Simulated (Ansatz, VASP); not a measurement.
# One calculation of Rb, two programs

```
CELL_PARAMETERS angstrom
-2.80600 2.80600 2.94630
2.80600 -2.80600 2.94630
2.80600 2.80600 -2.94630
ATOMIC_POSITIONS crystal
Rb 0.00000 0.00000 0.00000
```

Change from the starting cell: strain +0.000 along x and y, +0.050 along z, atoms carried along.

Alike in both runs: task single point; functional PBE; k mesh 12 × 12 × 12; occupations gaussian, width 0.15 eV; no spin polarisation.

```csv
,VASP,Ansatz
version,VASP 6.6.1,Ansatz 0.2.0
potentials or method,"VASP PAW PBE potentials, release 64 (Rb_sv), cutoff 520 eV","scalar-relativistic, plane waves, PAW"
valence electrons in the cell,9,9
```

|  | VASP | Ansatz | Ansatz less VASP |
| --- | --- | --- | --- |
| gap on the k mesh at the Fermi level (eV) | none | none | - |
| pressure (GPa) | 0.0 | 0.0 | 0.00 |

A gap of «none» marks a metal or a gap that the smearing closes. With one functional, cell and mesh, what is left measures potentials, basis and numerics.
